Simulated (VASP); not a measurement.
A run of VASP 6.6.1 is set up as follows.

File INCAR:

```
SYSTEM = In3Sb
PREC     = Accurate       ! precision mode
ENCUT    = 520            ! plane-wave cutoff, eV
EDIFF    = 1E-6           ! SCF threshold, eV
ISMEAR   = 0              ! smearing method
SIGMA    = 0.4            ! smearing width, eV
LREAL    = .False.        ! projectors in reciprocal space
LASPH    = .True.         ! aspherical terms in the spheres
NELM     = 60             ! most SCF steps
ALGO     = Normal         ! electronic algorithm
ISIF     = 2              ! what is computed and relaxed
LWAVE    = .False.        ! write WAVECAR
LCHARG   = .False.        ! write CHGCAR
GGA      = PS             ! functional
NBANDS   = 30             ! bands
```

Contents of KPOINTS:

```
regular mesh
0
Gamma
  5 5 5
  0 0 0
```

Contents of POSCAR:

```
In3Sb
1.0
    4.8369620000      0.0000000000      0.0000000000
    0.0000000000      4.8369620000      0.0000000000
    0.0000000000      0.0000000000      4.8369620000
In Sb
3 1
Direct
    0.5000000000      0.5000000000      0.0000000000
    0.5000000000      0.0000000000      0.5000000000
    0.0000000000      0.5000000000      0.5000000000
    0.0000000000      0.0000000000      0.0000000000
```

Potentials or basis: VASP PAW PBE potentials, release 64 (In_d, Sb).

Run with:

```console
$ cat potpaw_PBE.64/In_d/POTCAR potpaw_PBE.64/Sb/POTCAR > POTCAR
$ mpirun -np 1 vasp_std > vasp.out
```

Q: Predict the band gap on the k mesh.

A: Zero (bands 22 and 23 overlap by 2.07 eV).

Q: Estimate the pressure.

A: -2.3 GPa.

Caveat: so wide a smearing shifts energies and pressures; the PAW data sets were made with another functional, which shifts forces and pressure a little; spin-orbit coupling is left out, which moves the levels of the heavy elements.
